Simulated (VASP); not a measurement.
# C (I4_1/amd) in VASP: a series of runs

C is run at these levels: PBE; tasks: single point.

Everything below comes from runs of VASP 6.6.1. Logs are shortened: lines on timing, memory, paths and dates and some standing lists are left out, and cuts for length are marked.

## Step 1: The cell of the first run

It takes space group I4_1/amd (No. 141, tetragonal). Conventional cell: a = 2.527 Å, b = 2.527 Å, c = 8.755 Å, α = 90.00°, β = 90.00°, γ = 90.00°. C (site symmetry 2mm) has 3 C at 1.46 Å within 1.9 Å.

The cell was generated, and may not be a known phase.

## Step 2: Single point, PBE

File INCAR:

```
SYSTEM = C
PREC = Accurate
ENCUT = 520
EDIFF = 1E-6
ISMEAR = 0
SIGMA = 0.1
LREAL = .False.
LASPH = .True.
NELM = 100
ALGO = Normal
ISIF = 2
LWAVE = .False.
LCHARG = .False.
GGA = PE
NBANDS = 16
```

File KPOINTS:

```
Automatic mesh
0
Gamma
  10 10 10
  0 0 0
```

File POSCAR:

```
C
1.0
   -1.2637042900      1.2637042900      4.3775999300
    1.2637042900     -1.2637042900      4.3775999300
    1.2637042900      1.2637042900     -4.3775999300
C
4
Direct
    0.0833333400      0.0833333400      0.0000000000
    0.8333333400      0.3333333400      0.5000000000
    0.9166666600      0.9166666600      0.0000000000
    0.6666666600      0.1666666600      0.5000000000
```

Potentials or basis: VASP PAW PBE potentials, release 64 (C).

On the command line:

```
> cat potpaw_PBE.64/C/POTCAR > POTCAR
> mpirun -np 1 vasp_std > vasp.out
```

OUTCAR:

```text
SYSTEM = C
   PREC = Accurate
   ENCUT = 520
   EDIFF = 1E-6
   ISMEAR = 0
   LREAL = .False.
   LASPH = .True.
   NELM = 100
   ISIF = 2
   GGA = PE

 ion  position               nearest neighbor table
   1  0.083  0.083  0.000-   4 1.46   4 1.46   3 1.46
   2  0.833  0.333  0.500-   3 1.46   3 1.46   4 1.46
   3  0.917  0.917  0.000-   2 1.46   2 1.46   1 1.46
   4  0.667  0.167  0.500-   1 1.46   1 1.46   2 1.46

  LATTYP: Found a body centered tetragonal cell.
 ALAT       =     2.5274085800
 C/A-ratio  =     3.4641015027

  Lattice vectors:

 A1 = (  -1.2637042900,   1.2637042900,   4.3775999300)
 A2 = (   1.2637042900,  -1.2637042900,   4.3775999300)
 A3 = (   1.2637042900,   1.2637042900,  -4.3775999300)

Analysis of symmetry for initial positions (statically):
=====================================================================
 Subroutine PRICEL returns:
 Original cell was already a primitive cell.

 Routine SETGRP: Setting up the symmetry group for a
 body centered tetragonal supercell.

 Subroutine GETGRP returns: Found 16 space group operations
 (whereof  8 operations were pure point group operations)
 out of a pool of 16 trial point group operations.

The static configuration has the point symmetry D_2d.
 The point group associated with its full space group is D_4h.

Analysis of symmetry for dynamics (positions and initial velocities):
=====================================================================
 Subroutine PRICEL returns:
 Original cell was already a primitive cell.

 Routine SETGRP: Setting up the symmetry group for a
 body centered tetragonal supercell.

 Subroutine GETGRP returns: Found 16 space group operations
 (whereof  8 operations were pure point group operations)
 out of a pool of 16 trial point group operations.

The dynamic configuration has the point symmetry D_2d.
 The point group associated with its full space group is D_4h.

 Subroutine INISYM returns: Found 16 space group operations
 (whereof  8 operations are pure point group operations),
 and found     1 'primitive' translations

----------------------------------------------------------------------------------------

                                     Primitive cell

  volume of cell :      27.9632

  direct lattice vectors                    reciprocal lattice vectors
    -1.263704290  1.263704290  4.377599930     0.000000000  0.395662185  0.114217838
     1.263704290 -1.263704290  4.377599930     0.395662185  0.000000000  0.114217838
     1.263704290  1.263704290 -4.377599930     0.395662185  0.395662185  0.000000000

  length of vectors
     4.728348360  4.728348360  4.728348360     0.411818259  0.411818259  0.559550828

  position of ions in fractional coordinates (direct lattice)
     0.083333340  0.083333340  0.000000000
     0.833333340  0.333333340  0.500000000
     0.916666660  0.916666660  0.000000000
     0.666666660  0.166666660  0.500000000

  ion indices of the primitive-cell ions
   primitive index   ion index
                 1           1
                 2           2
                 3           3
                 4           4

----------------------------------------------------------------------------------------

 KPOINTS: Automatic mesh

Automatic generation of k-mesh.
 Grid dimensions read from file:
 generate k-points for:   10   10   10

 Generating k-lattice:

  Cartesian coordinates                     Fractional coordinates (reciprocal lattice)
     0.000000000  0.039566218  0.011421784     0.100000000  0.000000000  0.000000000
     0.039566218  0.000000000  0.011421784     0.000000000  0.100000000  0.000000000
     0.039566218  0.039566218  0.000000000     0.000000000  0.000000000  0.100000000

  Length of vectors
     0.041181826  0.041181826  0.055955083

  Shift w.r.t. Gamma in fractional coordinates (k-lattice)
     0.000000000  0.000000000  0.000000000

 Subroutine IBZKPT returns following result:
 ===========================================

 Found    102 irreducible k-points:

 Following reciprocal coordinates:
            Coordinates               Weight
  0.000000  0.000000  0.000000      1.000000
  0.100000 -0.000000  0.000000      8.000000
  0.200000 -0.000000  0.000000      8.000000
  0.300000  0.000000  0.000000      8.000000
  0.400000 -0.000000  0.000000      8.000000
  0.500000  0.000000 -0.000000      4.000000
[... 16 lines left out ...]
  0.300000  0.300000  0.000000      8.000000
  0.400000  0.300000  0.000000     16.000000
 [... further k-points ...]
   k-points           NKPTS =    102   k-points in BZ     NKDIM =    102   number of bands    NBANDS=     16
   number of dos      NEDOS =    301   number of ions     NIONS =      4
   total plane-waves  NPLWV =  46656
   dimension x,y,z NGX =    36 NGY =   36 NGZ =   36
   dimension x,y,z NGXF=    72 NGYF=   72 NGZF=   72
   ions per type =               4
   NGX,Y,Z   is equivalent  to a cutoff of  12.66, 12.66, 12.66 a.u.
   NGXF,Y,Z  is equivalent  to a cutoff of  25.31, 25.31, 25.31 a.u.
 SYSTEM =  C
   PREC   = accura    normal or accurate (medium, high low for compatibility)
   ISTART =      0    job   : 0-new  1-cont  2-samecut
   ICHARG =      2    charge: 1-file 2-atom 10-const
   ISPIN  =      1    spin polarized calculation?
   LNONCOLLINEAR =      F non collinear calculations
   LSORBIT =      F    spin-orbit coupling
   LASPH  =      T    aspherical Exc in radial PAW
   ENCUT  =  520.0 eV  38.22 Ry    6.18 a.u.   8.79  8.79  8.79*2*pi/ulx,y,z
   NELM   =    100;   NELMIN=  2; NELMDL= -5     # of ELM steps
   EDIFF  = 0.1E-05   stopping-criterion for ELM
   LREAL  =      F    real-space projection
   EDIFFG = 0.1E-04   stopping-criterion for IOM
   NSW    =      0    number of steps for IOM
   IBRION =     -1    ionic relax: 0-MD 1-quasi-New 2-CG
   NFREE  =      0    steps in history (QN), initial steepest desc. (CG)
   ISIF   =      2    stress and relaxation
   ISYM   =      2    0-nonsym 1-usesym 2-fastsym
   POTIM  = 0.5000    time-step for ionic-motion
   TEBEG  =    0.0;   TEEND  =   0.0 temperature during run
   PSTRESS=    0.0 pullay stress
   NELECT =      16.0000    total number of electrons
   NUPDOWN=      -1.0000    fix difference up-down
   EMIN   =  10.00;   EMAX   =-10.00  energy-range for DOS
   EFERMI =   0.00;   METHOD = LEGACY
   ISMEAR =     0;   SIGMA  =   0.10  broadening in eV -4-tet -1-fermi 0-gaus
   EFERMI_NEDOS =   21; number of points for ismear=-14 and -15
   IALGO  =     38    algorithm
   IMIX   =      4    mixing-type and parameters
     AMIX     =   0.40;   BMIX     =  1.00
     AMIX_MAG =   1.60;   BMIX_MAG =  1.00
  volume/ion in A,a.u.               =       6.99        47.18
  Fermi-wavevector in a.u.,A,eV,Ry     =   1.359103  2.568333 25.132165  1.847162
  Thomas-Fermi vector in A             =   2.485880
   LORBIT       =      0    0 simple, 1 ext, 2 COOP (PROOUT), +10 PAW based schemes
   GGA     = PE    functional components
   LHFCALC =     F    Hartree Fock is set to
   AEXX    =    0.0000 exact exchange contribution
   IVDW    =     0    specifies the selected vdW correction
   LEPSILON=     F    determine dielectric tensor
   LRPA    =     F    only Hartree local field effects (RPA)
 non-spin polarized calculation
 Gauss-broadening in eV      SIGMA  =   0.10
  energy-cutoff  :      520.00
  volume of cell :       27.96
 maximum number of plane-waves:       776
   NGX = 17   NGY = 17   NGZ = 17

 number of electron      16.0000000 magnetization

 Free energy of the ion-electron system (eV)
  ---------------------------------------------------
  ext. energy  EPLUGINS =         0.00000000
  ---------------------------------------------------
  free energy    TOTEN  =       -34.43595314 eV

  energy without entropy =      -34.43187999  energy(sigma->0) =      -34.43391657

 E-fermi :   7.3501     XC(G=0): -12.0240

 val. band max:        7.3315404841   @ k =  -0.3000   0.5000   0.2000
 cond. band min:       7.3547565405   @ k =   0.2000   0.2000   0.2000
 fundamental gap:      0.0232160564
 Fermi energy:         7.3500509422

 k-point     1 :       0.0000    0.0000    0.0000
  band No.  band energies     occupation
      1     -12.8249      2.00000
      2      -7.7709      2.00000
      3      -6.4951      2.00000
      4       1.9117      2.00000
      5       1.9117      2.00000
      6       3.9066      2.00000
[... 8 lines left out ...]
     15      17.8213      0.00000
     16      19.8028      0.00000

 k-point     2 :       0.1000   -0.0000    0.0000
  band No.  band energies     occupation
      1     -12.6491      2.00000
      2      -7.8285      2.00000
      3      -6.1647      2.00000
      4       1.1388      2.00000
      5       1.9530      2.00000
      6       3.6048      2.00000
[... 8 lines left out ...]
     15      18.7472      0.00000
     16      19.9421      0.00000

 k-point     3 :       0.2000   -0.0000    0.0000
  band No.  band energies     occupation
      1     -12.1335      2.00000
      2      -7.8298      2.00000
      3      -5.4139      2.00000
      4      -0.5884      2.00000
      5       2.0671      2.00000
      6       2.4696      2.00000
[... 8 lines left out ...]
     15      20.0227      0.00000
     16      20.2111      0.00000

 k-point     4 :       0.3000    0.0000    0.0000
  band No.  band energies     occupation
      1     -11.3267      2.00000
      2      -7.6759      2.00000
      3      -4.6806      2.00000
      4      -2.3517      2.00000
      5       1.0305      2.00000
      6       2.2203      2.00000
[... 8 lines left out ...]
     15      20.4135      0.00000
     16      20.7678      0.00000
[... 324 lines left out ...]
 k-point    22 :      -0.2000    0.2000    0.0000
  band No.  band energies     occupation
      1     -11.5627      2.00000
      2      -6.7866      2.00000
      3      -5.6119      2.00000
      4      -0.3784      2.00000
      5      -0.1194      2.00000
      6       2.4929      2.00000
[... 8 lines left out ...]
     15      19.8702      0.00000
     16      20.8279      0.00000

 k-point    23 :       0.3000    0.3000    0.0000
  band No.  band energies     occupation
      1      -9.6387      2.00000
      2      -7.6869      2.00000
      3      -2.8348      2.00000
      4      -2.1018      2.00000
      5      -1.3903      2.00000
      6       1.0724      2.00000
[... 8 lines left out ...]
     15      21.5432      0.00000
     16      22.0518      0.00000

 k-point    24 :       0.4000    0.3000    0.0000
  band No.  band energies     occupation
      1      -8.7068      2.00000
      2      -7.2866      2.00000
      3      -3.8308      2.00000
      4      -2.1363      2.00000
      5      -1.1584      2.00000
      6       0.6217      2.00000
[... 8 lines left out ...]
     15      21.9724      0.00000
     16      23.0531      0.00000

 [... further k-points ...]

------------------------ aborting loop because EDIFF is reached ----------------------------------------

  FORCE on cell =-STRESS in cart. coord.  units (eV):
  Direction    XX          YY          ZZ          XY          YZ          ZX
  --------------------------------------------------------------------------------------
  -------------------------------------------------------------------------------------
  Total       -0.0287952     -0.0287952     -1.2724893      0.0000000      0.0000000      0.0000000
  in kB       -1.6498471     -1.6498471    -72.9084314      0.0000000      0.0000000      0.0000000
  external PRESSURE =     -25.4027086 kB  Pullay stress =       0.0000000 kB

 VOLUME and BASIS-vectors are now :
 -----------------------------------------------------------------------------
  energy-cutoff  :      520.00
  volume of cell :       27.96
      direct lattice vectors                 reciprocal lattice vectors
    -1.263704290  1.263704290  4.377599930     0.000000000  0.395662185  0.114217838
     1.263704290 -1.263704290  4.377599930     0.395662185  0.000000000  0.114217838
     1.263704290  1.263704290 -4.377599930     0.395662185  0.395662185  0.000000000

 POSITION                                       TOTAL-FORCE (eV/Angst)
 -----------------------------------------------------------------------------------
      0.00000      0.00000      0.72960        -0.000000     -0.000000      2.018777
     -0.00000      1.26370      2.91840         0.000000      0.000000      2.018777
      0.00000      0.00000      8.02560        -0.000000     -0.000000     -2.018777
      0.00000      1.26370      1.45920        -0.000000     -0.000000     -2.018777
 -----------------------------------------------------------------------------------
    total drift:                               -0.000000     -0.000000     -0.000000

  FREE ENERGIE OF THE ION-ELECTRON SYSTEM (eV)
  ---------------------------------------------------
  free  energy   TOTEN  =       -34.4359531430 eV

  energy  without entropy=      -34.4318799949  energy(sigma->0) =      -34.43391657
```

Run time: 34 s. Hardware: 1 thread of Intel Xeon 6975P-C (Granite Rapids), shared host; peak memory 0.19 GiB.

Results:

```
Free energy            : -34.4360 eV
Pressure               : -2.5 GPa
Largest force          : 2.019 eV/Å
Band gap on the k mesh : zero (bands 8 and 9 overlap by 4.66 eV)
```

Forces on the atoms (eV/Å):
```
C    0.000  0.000  2.019
C    0.000  0.000  2.019
C    0.000  0.000 -2.019
C    0.000  0.000 -2.019
```

Stress tensor (GPa, compression positive):
```
-0.16  0.00  0.00
 0.00 -0.16  0.00
 0.00  0.00 -7.29
```

Caveat: the stress differs along the axes, from -7 to -0 GPa; this functional lacks dispersion, which binds layers or chains, so the pressure and a relaxed spacing across them are unreliable; forces of over 1 eV/Å act on the atoms, so gaps and moduli don't describe the material at rest.

## Step 3: Single point, PBE

This run uses another cell than the first one, of 6.97 Å³/atom.

File INCAR:

```
PREC     = Accurate       # precision mode
ENCUT    = 520            # plane-wave cutoff, eV
EDIFF    = 1E-6           # SCF threshold, eV
ISMEAR   = 0              # smearing method
SIGMA    = 0.1            # smearing width, eV
LREAL    = False          # projectors in reciprocal space
LASPH    = True           # aspherical terms in the spheres
NELM     = 100            # most SCF steps
ALGO     = Normal         # electronic algorithm
ISIF     = 2              # what is computed and relaxed
LWAVE    = False          # write WAVECAR
LCHARG   = False          # write CHGCAR
GGA      = PE             # functional
NBANDS   = 16             # bands
```

File KPOINTS:

```
Automatic mesh
0
Gamma
  10 10 10
```

File POSCAR:

```
C
1.0
   -1.2691872893      1.2691872893      4.3274856642
    1.2691872893     -1.2691872893      4.3274856642
    1.2691872893      1.2691872893     -4.3274856642
C
4
Direct
    0.0861737762      0.0861737762      0.0000000000
    0.8361737762      0.3361737762      0.5000000000
    0.9138262238      0.9138262238      0.0000000000
    0.6638262238      0.1638262238      0.5000000000
```

Potentials or basis: VASP PAW PBE potentials, release 64 (C).

On the command line:

```
> cat potpaw_PBE.64/C/POTCAR > POTCAR
> mpirun -np 1 vasp_std > vasp.out
```

It took 34 s on 1 thread of Intel Xeon 6975P-C (Granite Rapids), shared host; peak memory 0.19 GiB.

Results (log left out):

```yaml
Free_energy: -34.5431 eV
Pressure: 0.5 GPa
Largest_force: 0.003 eV/Å
Band_gap_on_the_k_mesh: zero (bands 8 and 9 overlap by 4.65 eV)
```

Forces on the atoms (eV/Å):
```
C    0.000  0.000 -0.003
C    0.000  0.000 -0.003
C    0.000  0.000  0.003
C    0.000  0.000  0.003
```

Levels at points of the mesh, in eV from the Fermi level:
```
           k point  band 4  band 5  band 6  band 7  band 8  band 9  band 10  band 11  band 12  band 13
(0.00, 0.00, 0.00)   -5.90   -5.90   -2.58   -1.92   -1.92    4.99     6.86     8.73     8.78     8.78
(0.50, 0.00, 0.00)  -10.19   -6.83   -5.48   -5.42    2.15    3.15     3.21     7.28     9.47    11.67
(0.50, 0.50, 0.00)  -11.52   -7.53   -7.53   -2.76   -2.76   -2.50    -2.50    10.08    10.08    10.39
(0.50, 0.50, 0.50)   -7.66   -6.22   -6.22   -0.83   -0.83    5.90     5.90     6.29     6.29    11.22
```

Caveat: this functional lacks dispersion, which binds layers or chains, so the pressure and a relaxed spacing across them are unreliable.

The gap in the log of VASP goes by the Fermi energy; the results here count the filled bands.